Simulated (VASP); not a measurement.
# AlPdC4N4 (P-43m) in VASP: single point with PBE

Aim: the single point of AlPdC4N4 with PBE.

All numbers are computed with VASP 6.6.1; they aren't measurements. Logs are shortened: lines on timing, memory, paths and dates and some standing lists are left out, and cuts for length are marked.

### Step 1. The cell of the first run

Symmetry: P-43m, No. 215, cubic system. The conventional cell has a = 5.844 Å, b = 5.844 Å, c = 5.844 Å, α = 90.00°, β = 90.00°, γ = 90.00°. Al (site symmetry -43m) has 4 N at 1.84 Å within 2.4 Å. Pd (site symmetry -43m) has 4 C at 2.04 Å within 2.7 Å. C (site symmetry 3m) has 1 N at 1.18 Å within 1.6 Å. Within 1.6 Å of N (site symmetry 3m) lie 1 C at 1.18 Å.

### Step 2. Single point, PBE, collinear spin

File INCAR:

```
SYSTEM = AlPdC4N4
ALGO     = Normal         ! electronic algorithm
EDIFF    = 1E-7           ! SCF threshold, eV
ENCUT    = 520            ! plane-wave cutoff, eV
GGA      = PE             ! functional
ISIF     = 2              ! what is computed and relaxed
ISMEAR   = 0              ! smearing method
ISPIN    = 2              ! spin polarisation
LASPH    = .True.         ! aspherical terms in the spheres
LCHARG   = .False.        ! write CHGCAR
LMAXMIX  = 4              ! l up to which the mixer works
LORBIT   = 11             ! projections on sites
LREAL    = .False.        ! projectors in reciprocal space
LWAVE    = .False.        ! write WAVECAR
MAGMOM   = 0 0.49 0 0 0 0 0 0 0 0 ! initial moments
NBANDS   = 40             ! bands
NELM     = 150            ! most SCF steps
PREC     = Accurate       ! precision mode
SIGMA    = 0.1            ! smearing width, eV
```

File KPOINTS:

```
k-points
0
Gamma
  6 6 6
  0 0 0
```

File POSCAR:

```
AlPdC4N4
1.0
    5.8436321687      0.0000000000      0.0000000000
    0.0000000000      5.8436321687      0.0000000000
    0.0000000000      0.0000000000      5.8436321687
Al Pd C N
1 1 4 4
Direct
    0.5000000000      0.5000000000      0.5000000000
    0.0000000000      0.0000000000      0.0000000000
    0.2017557452      0.2017557452      0.2017557452
    0.2017557452      0.7982442548      0.7982442548
    0.7982442548      0.2017557452      0.7982442548
    0.7982442548      0.7982442548      0.2017557452
    0.3180105817      0.3180105817      0.3180105817
    0.3180105817      0.6819894183      0.6819894183
    0.6819894183      0.3180105817      0.6819894183
    0.6819894183      0.6819894183      0.3180105817
```

Potentials or basis: VASP PAW PBE potentials, release 64 (Al, Pd, C, N).

Launch:

```sh
$ cat potpaw_PBE.64/Al/POTCAR potpaw_PBE.64/Pd/POTCAR potpaw_PBE.64/C/POTCAR potpaw_PBE.64/N/POTCAR > POTCAR
$ mpirun -np 1 vasp_std > vasp.out
```

OUTCAR:

```text
SYSTEM = AlPdC4N4
   EDIFF = 1E-7
   ENCUT = 520
   GGA = PE
   ISIF = 2
   ISMEAR = 0
   ISPIN = 2
   LASPH = .True.
   LORBIT = 11
   LREAL = .False.
   NELM = 150
   PREC = Accurate

 ion  position               nearest neighbor table
   1  0.500  0.500  0.500-   7 1.84   8 1.84   9 1.84  10 1.84
   2  0.000  0.000  0.000-   3 2.04   4 2.04   5 2.04   6 2.04
   3  0.202  0.202  0.202-   7 1.18   2 2.04
   4  0.202  0.798  0.798-   8 1.18   2 2.04
   5  0.798  0.202  0.798-   9 1.18   2 2.04
   6  0.798  0.798  0.202-  10 1.18   2 2.04
   7  0.318  0.318  0.318-   3 1.18   1 1.84
   8  0.318  0.682  0.682-   4 1.18   1 1.84
   9  0.682  0.318  0.682-   5 1.18   1 1.84
  10  0.682  0.682  0.318-   6 1.18   1 1.84

  LATTYP: Found a simple cubic cell.
 ALAT       =     5.8436321687

  Lattice vectors:

 A1 = (   5.8436321687,   0.0000000000,   0.0000000000)
 A2 = (   0.0000000000,   5.8436321687,   0.0000000000)
 A3 = (   0.0000000000,   0.0000000000,   5.8436321687)

Analysis of symmetry for initial positions (statically):
=====================================================================
 Subroutine PRICEL returns:
 Original cell was already a primitive cell.

 Routine SETGRP: Setting up the symmetry group for a
 simple cubic supercell.

 Subroutine GETGRP returns: Found 24 space group operations
 (whereof 24 operations were pure point group operations)
 out of a pool of 48 trial point group operations.

The static configuration has the point symmetry T_d .

Analysis of symmetry for dynamics (positions and initial velocities):
=====================================================================
 Subroutine PRICEL returns:
 Original cell was already a primitive cell.

 Routine SETGRP: Setting up the symmetry group for a
 simple cubic supercell.

 Subroutine GETGRP returns: Found 24 space group operations
 (whereof 24 operations were pure point group operations)
 out of a pool of 48 trial point group operations.

The dynamic configuration has the point symmetry T_d .

Analysis of structural, dynamic, and magnetic symmetry:
=====================================================================
 Subroutine PRICEL returns:
 Original cell was already a primitive cell.

 Routine SETGRP: Setting up the symmetry group for a
 simple cubic supercell.

 Subroutine GETGRP returns: Found 24 space group operations
 (whereof 24 operations were pure point group operations)
[... 159 lines left out ...]

  energy without entropy =      -77.15945066  energy(sigma->0) =      -77.18817887

 E-fermi :  -0.4775     XC(G=0):  -7.3086

 val. band max:       -0.4776927028   @ k =   0.3333   0.1667   0.1667
 cond. band min:      -0.4726907692   @ k =   0.3333   0.3333   0.1667
 fundamental gap:      0.0050019336
 Fermi energy:        -0.4774978345

 spin component 1

 k-point     1 :       0.0000    0.0000    0.0000
  band No.  band energies     occupation
      1     -18.3935      1.00000
      2     -18.1653      1.00000
      3     -18.1653      1.00000
      4     -18.1653      1.00000
      5     -10.1300      1.00000
      6      -8.1897      1.00000
[... 769 lines left out ...]
     35       6.8270      0.00000
     36       6.8270      0.00000
 Fermi energy:        -0.4774978345

 spin component 2

 k-point     1 :       0.0000    0.0000    0.0000
  band No.  band energies     occupation
      1     -18.3497      1.00000
      2     -18.1203      1.00000
      3     -18.1203      1.00000
      4     -18.1203      1.00000
      5     -10.0940      1.00000
      6      -8.1289      1.00000
[... 769 lines left out ...]
     35       6.8822      0.00000
     36       6.8822      0.00000
 [bands above 36 left out]

------------------------ aborting loop because EDIFF is reached ----------------------------------------

  FORCE on cell =-STRESS in cart. coord.  units (eV):
  Direction    XX          YY          ZZ          XY          YZ          ZX
  --------------------------------------------------------------------------------------
  -------------------------------------------------------------------------------------
  Total        0.3255654      0.3255654      0.3255654     -0.0000000     -0.0000000      0.0000000
  in kB        2.6139678      2.6139678      2.6139678     -0.0000000     -0.0000000      0.0000000
  external PRESSURE =       2.6139678 kB  Pullay stress =       0.0000000 kB

 VOLUME and BASIS-vectors are now :
 -----------------------------------------------------------------------------
  energy-cutoff  :      520.00
  volume of cell :      199.55
      direct lattice vectors                 reciprocal lattice vectors
     5.843632169  0.000000000  0.000000000     0.171126445  0.000000000  0.000000000
     0.000000000  5.843632169  0.000000000     0.000000000  0.171126445  0.000000000
     0.000000000  0.000000000  5.843632169     0.000000000  0.000000000  0.171126445

 POSITION                                       TOTAL-FORCE (eV/Angst)
 -----------------------------------------------------------------------------------
      2.92182      2.92182      2.92182        -0.000000      0.000000     -0.000000
      0.00000      0.00000      0.00000        -0.000000      0.000000     -0.000000
      1.17899      1.17899      1.17899        -0.201240     -0.201240     -0.201240
      1.17899      4.66465      4.66465        -0.201240      0.201240      0.201240
      4.66465      1.17899      4.66465         0.201240     -0.201240      0.201240
      4.66465      4.66465      1.17899         0.201240      0.201240     -0.201240
      1.85834      1.85834      1.85834         0.208671      0.208671      0.208671
      1.85834      3.98530      3.98530         0.208671     -0.208671     -0.208671
      3.98530      1.85834      3.98530        -0.208671      0.208671     -0.208671
      3.98530      3.98530      1.85834        -0.208671     -0.208671      0.208671
 -----------------------------------------------------------------------------------
    total drift:                               -0.000000     -0.000000     -0.000000

  FREE ENERGIE OF THE ION-ELECTRON SYSTEM (eV)
  ---------------------------------------------------
  free  energy   TOTEN  =       -77.2169070836 eV

  energy  without entropy=      -77.1594506559  energy(sigma->0) =      -77.18817887

 total charge

# of ion       s       p       d       tot
------------------------------------------
    1        0.335   0.424   0.000   0.759
    2        0.520   0.843   8.327   9.691
    3        0.960   1.557   0.000   2.517
    4        0.960   1.557   0.000   2.517
    5        0.960   1.557   0.000   2.517
    6        0.960   1.557   0.000   2.517
    7        1.289   2.683   0.000   3.973
    8        1.289   2.683   0.000   3.973
    9        1.289   2.683   0.000   3.973
   10        1.289   2.683   0.000   3.973
--------------------------------------------------
tot          9.854  18.227   8.327  36.408

 magnetization (x)

# of ion       s       p       d       tot
------------------------------------------
    1        0.000   0.001   0.000   0.001
    2        0.002   0.087   0.496   0.584
    3        0.013   0.019   0.000   0.032
    4        0.013   0.019   0.000   0.032
    5        0.013   0.019   0.000   0.032
    6        0.013   0.019   0.000   0.032
    7        0.002   0.020   0.000   0.022
    8        0.002   0.020   0.000   0.022
    9        0.002   0.020   0.000   0.022
   10        0.002   0.020   0.000   0.022
--------------------------------------------------
tot          0.061   0.243   0.496   0.800
```

OSZICAR:

```text
N       E                     dE             d eps       ncg     rms          rms(c)
DAV:   1     0.266519316112E+03    0.26652E+03   -0.21337E+04  3200   0.103E+03
DAV:   2    -0.590567415916E+02   -0.32558E+03   -0.31089E+03  4080   0.247E+02
DAV:   3    -0.868001144945E+02   -0.27743E+02   -0.27267E+02  3984   0.727E+01
DAV:   4    -0.872801157129E+02   -0.48000E+00   -0.47908E+00  3696   0.113E+01
DAV:   5    -0.872888680938E+02   -0.87524E-02   -0.87515E-02  4024   0.139E+00    0.247E+01
DAV:   6    -0.815086961898E+02    0.57802E+01   -0.46599E+01  4032   0.444E+01    0.284E+01
DAV:   7    -0.776080926434E+02    0.39006E+01   -0.11190E+01  3888   0.279E+01    0.919E+00
DAV:   8    -0.773121920575E+02    0.29590E+00   -0.26562E+00  3864   0.100E+01    0.470E+00
DAV:   9    -0.772155247574E+02    0.96667E-01   -0.29218E-01  3776   0.406E+00    0.175E+00
DAV:  10    -0.772167061032E+02   -0.11813E-02   -0.74401E-02  4016   0.163E+00    0.566E-01
DAV:  11    -0.772157189276E+02    0.98718E-03   -0.11115E-02  3824   0.800E-01    0.200E-01
DAV:  12    -0.772166319810E+02   -0.91305E-03   -0.26258E-03  3624   0.265E-01    0.108E-01
DAV:  13    -0.772168507802E+02   -0.21880E-03   -0.26140E-04  3624   0.862E-02    0.491E-02
DAV:  14    -0.772168993591E+02   -0.48579E-04   -0.11575E-04  3488   0.613E-02    0.114E-02
DAV:  15    -0.772169053194E+02   -0.59603E-05   -0.92266E-06  3920   0.158E-02    0.637E-03
DAV:  16    -0.772169067475E+02   -0.14282E-05   -0.10144E-06  3496   0.580E-03    0.279E-03
DAV:  17    -0.772169070556E+02   -0.30809E-06   -0.43155E-07  3848   0.376E-03    0.997E-04
DAV:  18    -0.772169070836E+02   -0.27958E-07   -0.45249E-08  2456   0.124E-03
   1 F= -.77216907E+02 E0= -.77188179E+02  d E =-.574564E-01  mag=     1.0000
```

It took 6.9 min on 1 thread of Intel Xeon Platinum 8259CL at 2.50GHz (Skylake/Cascade Lake), shared host; peak memory 0.54 GiB.

Results:

- Free energy: -77.2169 eV
- Pressure: 0.3 GPa
- Largest force: 0.361 eV/Å
- Band gap on the k mesh: zero (filled and empty bands overlap)
- Net moment: 1.00 μB per cell
- Site moments: Al +0.00; Pd +0.58; C +0.03; N +0.02 μB
- Valence electrons inside the program's atomic spheres: Al 0.76; Pd 9.69; C 2.52; N 3.97

Forces on the atoms (eV/Å):
```
Al   0.000  0.000  0.000
Pd   0.000  0.000  0.000
C   -0.201 -0.201 -0.201
C   -0.201  0.201  0.201
C    0.201 -0.201  0.201
C    0.201  0.201 -0.201
N    0.209  0.209  0.209
N    0.209 -0.209 -0.209
N   -0.209  0.209 -0.209
N   -0.209 -0.209  0.209
```

Levels at points of the mesh, in eV from the Fermi level:
Spin up:
| k point | band 23 | band 24 | band 25 | band 26 | band 27 | band 28 |
| --- | --- | --- | --- | --- | --- | --- |
| (0.00, 0.00, 0.00) | -0.61 | -0.61 | -0.61 | 3.69 | 3.69 | 3.69 |
| (0.50, 0.00, 0.00) | -0.53 | -0.29 | -0.29 | 3.54 | 3.54 | 3.98 |
| (0.50, 0.50, 0.00) | -0.45 | -0.28 | -0.28 | 3.82 | 3.82 | 3.86 |
| (0.50, 0.50, 0.50) | -0.50 | -0.50 | -0.50 | 3.97 | 3.97 | 3.97 |
Spin down:
| k point | band 22 | band 23 | band 24 | band 25 | band 26 | band 27 | band 28 | band 29 |
| --- | --- | --- | --- | --- | --- | --- | --- | --- |
| (0.00, 0.00, 0.00) | -1.98 | -0.26 | -0.26 | -0.26 | 3.84 | 3.84 | 3.84 | 4.36 |
| (0.50, 0.00, 0.00) | -1.77 | -0.18 | 0.07 | 0.07 | 3.63 | 3.63 | 4.07 | 4.12 |
| (0.50, 0.50, 0.00) | -1.77 | -0.08 | 0.08 | 0.08 | 3.90 | 3.90 | 3.94 | 4.17 |
| (0.50, 0.50, 0.50) | -1.96 | -0.14 | -0.14 | -0.14 | 4.10 | 4.10 | 4.10 | 4.51 |
